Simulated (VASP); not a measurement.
Here is a VASP 6.6.1 calculation.

File INCAR:

```
PREC     = Accurate       # precision mode
ENCUT    = 600            # plane-wave cutoff, eV
EDIFF    = 1E-6           # SCF threshold, eV
ISMEAR   = -1             # smearing method
SIGMA    = 0.05           # smearing width, eV
LREAL    = False          # projectors in reciprocal space
LASPH    = True           # aspherical terms in the spheres
NELM     = 200            # most SCF steps
ALGO     = Normal         # electronic algorithm
ISIF     = 2              # what is computed and relaxed
LWAVE    = False          # write WAVECAR
LCHARG   = False          # write CHGCAR
ISPIN    = 2              # spin polarisation
MAGMOM   = 0.5 0 0        # initial moments
LORBIT   = 11             # projections on sites
NUPDOWN  = 0.5            # fixed moment
LMAXMIX  = 4              # l up to which the mixer works
GGA      = PE             # functional
NBANDS   = 24             # bands
GGA_COMPAT= False
```

The input KPOINTS:

```
regular mesh
0
Gamma
  7 7 7
```

File POSCAR:

```
CoSi2
1.0
    0.0000000000      2.6780000000      2.6780000000
    2.6780000000      0.0000000000      2.6780000000
    2.6780000000      2.6780000000      0.0000000000
Co Si
1 2
Direct
    0.0000000000      0.0000000000      0.0000000000
    0.7500000000      0.7500000000      0.7500000000
    0.2500000000      0.2500000000      0.2500000000
```

Potentials or basis: VASP PAW PBE potentials, release 64 (Co_sv, Si).

Launch:

```bash
$ cat potpaw_PBE.64/Co_sv/POTCAR potpaw_PBE.64/Si/POTCAR > POTCAR
$ mpirun -np 1 vasp_std > vasp.out
```

Question: Predict the pressure.

Answer: 0.1 GPa.

Caveat: the total moment is fixed, so each spin has its own Fermi level.
